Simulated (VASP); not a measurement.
Input of a VASP 6.6.1 run:

The input INCAR:

```
  PREC = Accurate
  ENCUT = 520
  EDIFF = 1E-6
  ISMEAR = -1
  SIGMA = 0.05
  LREAL = F
  LASPH = T
  NELM = 80
  ALGO = Normal
  ISIF = 2
  LWAVE = F
  LCHARG = F
  GGA = PE
  NBANDS = 18
```

File KPOINTS:

```
regular mesh
0
Gamma
  14 14 8
```

File POSCAR:

```
Ag
1.0
    2.9299980804      0.0000000000      0.0000000000
   -1.4649990402      2.5374527707      0.0000000000
    0.0000000000      0.0000000000      4.7900000000
Ag
2
Direct
    0.3333333333      0.6666666667      0.2500000000
    0.7076223249      0.3333333333      0.7500000000
```

Potentials or basis: VASP PAW PBE potentials, release 64 (Ag).

Command:

```bash
$ cat potpaw_PBE.64/Ag/POTCAR > POTCAR
$ mpirun -np 1 vasp_std > vasp.out
```

Q: Estimate the pressure.

A: 0.4 GPa.

Q: Estimate the band gap on the k mesh.

A: Zero (bands 11 and 12 overlap by 6.97 eV).

Stress tensor (GPa, compression positive):
```
0.47 0.55 0.00
0.55 0.49 0.00
0.00 0.00 0.39
```

Caveat: the cell differs from its parent crystal (atom 2 (Ag) moved by [0.12, 0.0, 0.0] A).
